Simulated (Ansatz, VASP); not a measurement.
# Two plane-wave programs on GaN

```
CELL_PARAMETERS angstrom
0.00000 2.25350 2.25350
2.25350 0.00000 2.25350
2.25350 2.25350 0.00000
ATOMIC_POSITIONS crystal
Ga 0.00000 0.00000 0.00000
N 0.25000 0.25000 0.25000
```

Alike in both runs: task single point; functional PBE; k mesh 10 × 10 × 10; occupations gaussian, width 0.012 eV; no spin polarisation.

|  | VASP | Ansatz |
| --- | --- | --- |
| version | VASP 6.6.1 | Ansatz 0.2.0 |
| potentials or method | VASP PAW PBE potentials, release 64 (Ga_d, N) | Ansatz PAW |
| plane-wave cutoff (eV) | 520 | 420 |
| valence electrons in the cell | 18 | 18 |

```csv
,VASP,Ansatz,Ansatz less VASP
gap on the k mesh at the Fermi level (eV),1.72,1.72,-0.008
least direct gap on the mesh (eV),1.72,1.72,-0.008
pressure (GPa),5.1,5.0,-0.04
```

The functional is the same, so the differences come from potentials, cutoffs and numerics.
